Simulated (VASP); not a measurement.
Ni2O (antifluorite type): single point with PBE

Crystal: Ni2O (antifluorite type).

```
Ni O
1.0
     0.00000    2.52696    2.52696
     2.52696    0.00000    2.52696
     2.52696    2.52696    0.00000
Ni O
2 1
Direct
  0.25000 0.25000 0.25000
  0.75000 0.75000 0.75000
  0.00000 0.00000 0.00000
```

```json
{
 "Program": "VASP 6.6.1",
 "Task": "single point",
 "Functional": "PBE",
 "Potentials or basis": "VASP PAW PBE potentials, release 64 (Ni, O)",
 "Cutoff": "520 eV",
 "k mesh": "19 × 19 × 19",
 "Occupations": "fermi-dirac, width 0.0612256 eV",
 "Spin": "no spin polarisation"
}
```

* Pressure: -2.9 GPa
* Band gap on the k mesh: zero (bands 13 and 14 overlap by 0.37 eV)

Levels at points of the mesh, in eV from the Fermi level:
```csv
k point,band 11,band 12,band 13,band 14,band 15,band 16
"(0.00, 0.00, 0.00)",0.00,0.00,0.00,0.12,0.12,8.11
```

It took 4.6 min on 1 thread of Intel Xeon 8259CL, with other jobs on the host, peak memory 0.26 GiB.

Caveat: the run has no spin polarisation, though such a crystal can be magnetic. Spin polarisation is off, so any magnetic state and its effect on volume and gap are missing.
